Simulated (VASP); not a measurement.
A run of VASP 6.6.1 is set up as follows.

The input INCAR:

```
ALGO = Normal
EDIFF = 1E-6
ENCUT = 520
GGA = PS
ISIF = 2
ISMEAR = -1
LASPH = True
LCHARG = True
LELF = True
LREAL = False
LVHAR = True
LWAVE = False
NBANDS = 26
NELM = 80
PREC = Accurate
SIGMA = 0.05
```

Contents of KPOINTS:

```
k-points
0
Gamma
  4 4 4
```

The input POSCAR:

```
Al2GaN3
1.0
    2.4594574556      1.4196338557      1.3152114831
   -4.0345996811      0.2050397254      3.5992372650
   -1.8292636208     -3.6090334942      3.5921136789
Al Ga N
2 1 3
Direct
    0.6785131200      0.7105115150      0.6159471532
    0.3434715983      0.3754742636      0.2809097190
    0.0109908650      0.0436183638     -0.0521969279
    0.1814980087      0.4703212400     -0.1378998403
    0.5109913107     -0.2186982059      0.2101197904
   -0.1595107782      0.1293214129      0.5211004659
```

Potentials or basis: VASP PAW PBE potentials, release 64 (Al, Ga_d, N).

Launch:

```console
$ cat potpaw_PBE.64/Al/POTCAR potpaw_PBE.64/Ga_d/POTCAR potpaw_PBE.64/N/POTCAR > POTCAR
$ mpirun -np 1 vasp_std > vasp.out
```

Task: Estimate the band gap on the k mesh.

Result: 3.20 eV.

Task: Predict the largest force.

Result: 0.011 eV/Å.

Forces in eV/Å, atoms in the order of the input:
```
Al   0.000 -0.001  0.001
Al   0.001 -0.001 -0.001
Ga   0.002 -0.003  0.000
N    0.004 -0.001 -0.006
N   -0.005  0.009  0.000
N   -0.001 -0.004  0.006
```

Caveat: the k points lie up to 0.53 Å⁻¹ apart; the PAW data sets were made with another functional, which shifts forces and pressure a little. A k mesh can miss the band edges.
